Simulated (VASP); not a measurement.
Here is a VASP 6.6.1 calculation.

INCAR

```
ALGO = Normal
EDIFF = 1E-7
ENCUT = 520
GGA = PE
ISIF = 2
ISMEAR = 0
LASPH = T
LCHARG = T
LELF = T
LREAL = F
LVHAR = T
LWAVE = F
NBANDS = 56
NELM = 80
PREC = Accurate
SIGMA = 0.15
```

KPOINTS

```
k-points
0
Gamma
  14 14 3
```

The input POSCAR:

```
Si2Mo
1.0
   -3.2168473663      0.0000000000      0.0000000000
    0.0000000000     -3.2168473663      0.0000000000
    0.0000000000      0.0000000000     17.7460400265
Si Mo
8 4
Direct
    0.5000000000      0.5000000000      0.1852676078
    1.0000000000      1.0000000000      0.8507417081
    0.5000000000      0.5000000000      0.6289170080
    1.0000000000      1.0000000000      0.4070923079
    0.5000000000      0.5000000000      0.3315839434
    1.0000000000      1.0000000000      0.1097592433
    0.5000000000      0.5000000000      0.7752333436
    1.0000000000      1.0000000000      0.5534086435
    0.0000000000      0.0000000000      0.2584257756
    0.5000000000      0.5000000000      0.0366010755
    0.0000000000      0.0000000000      0.7020751758
    0.5000000000      0.5000000000      0.4802504757
```

Potentials or basis: VASP PAW PBE potentials, release 64 (Si, Mo_sv).

Run with:

```console
$ cat potpaw_PBE.64/Si/POTCAR potpaw_PBE.64/Mo_sv/POTCAR > POTCAR
$ mpirun -np 1 vasp_std > vasp.out
```

Q: Predict the band gap on the k mesh.

A: Zero (bands 44 and 45 overlap by 0.70 eV).

Q: Estimate the largest force.

A: 1.120 eV/Å.

Stress tensor (GPa, compression positive):
```
-4.02  0.00  0.00
 0.00 -4.02  0.00
 0.00  0.00 -3.32
```

Caveat: the cell differs from its parent crystal (the distance across one plane changed); the cell stands under tension; forces of over 1 eV/Å act on the atoms, so gaps and moduli don't describe the material at rest.
